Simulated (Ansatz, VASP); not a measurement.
## One calculation of RbCaH3, two programs

```xyz
5
Lattice="4.9396 0.0000 0.0000 0.0000 4.9396 0.0000 0.0000 0.0000 3.8529" Properties=species:S:1:pos:R:3 pbc="T T T"
Rb    0.0000    0.0000    0.0000
Ca    2.4698    2.4698    1.9265
H     0.0000    2.4698    1.9265
H     2.4698    0.0000    1.9265
H     2.4698    2.4698    0.0000
```

Alike in both runs: task single point; functional LDA; k mesh 6 × 6 × 6; occupations gaussian, width 0.05 eV; no spin polarisation.

|  | VASP | Ansatz |
| --- | --- | --- |
| version | VASP 6.6.1 | Ansatz 0.2.0 |
| potentials or method | VASP PAW LDA potentials, release 64 (Rb_sv, Ca_sv, H), cutoff 520 eV | scalar-relativistic, plane waves, PAW |
| valence electrons in the cell | 22 | 22 |

VASP gave:

| Property | Result |
| --- | --- |
| gap on the k mesh at the Fermi level (eV) | 2.62 |
| least direct gap on the mesh (eV) | 2.70 |
| pressure (GPa) | -0.4 |
| traceless stress, the component that is largest in VASP (GPa) | 8.77 |

Estimate Ansatz's values.

gap on the k mesh at the Fermi level (eV): 2.62; least direct gap on the mesh (eV): 2.71; pressure (GPa): -0.4; traceless stress, the component that is largest in VASP (GPa): 8.67.

LDA's correlation is that of Perdew and Zunger in VASP and of Perdew and Wang (1992) in Ansatz.
